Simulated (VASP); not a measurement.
A run of VASP 6.6.1 is set up as follows.

Contents of INCAR:

```
PREC = Accurate ; ENCUT = 500
EDIFF = 1E-6 ; ISMEAR = 0
SIGMA = 0.1 ; LREAL = F
LASPH = T ; NELM = 120
ALGO = Normal ; ISIF = 2
LWAVE = F ; LCHARG = T
GGA = PE ; LELF = T
LVHAR = T ; NBANDS = 35
GGA_COMPAT = F
```

Contents of KPOINTS:

```
regular mesh
0
Gamma
  6 10 1
```

File POSCAR:

```
Te2Mo
1.0
    6.3719591350      0.0000000000      0.0025520770
    0.0000000000      3.4605468748      0.0000000000
   -0.0709248229      0.0000000000     35.1355011564
Te Mo
4 2
Direct
    0.0775819927      0.7500000000      0.4411092721
    0.9224180073      0.2500000000      0.5588907279
    0.5694277018      0.2500000000      0.4578556802
    0.4305722982      0.7500000000      0.5421443198
    0.8190744038      0.7500000000      0.5027215351
    0.1809255962      0.2500000000      0.4972784649
```

Potentials or basis: VASP PAW PBE potentials, release 64 (Te, Mo_sv).

Run with:

```console
$ cat potpaw_PBE.64/Te/POTCAR potpaw_PBE.64/Mo_sv/POTCAR > POTCAR
$ mpirun -np 1 vasp_std > vasp.out
```

(1) What does it give for the band gap on the k mesh?

(2) Predict the largest force.

## Answers

(1) zero (bands 26 and 27 overlap by 0.24 eV).

(2) 0.016 eV/Å.

Caveat: there is no dipole correction, which matters where the two faces differ; spin-orbit coupling is left out, which moves the levels of the heavy elements.
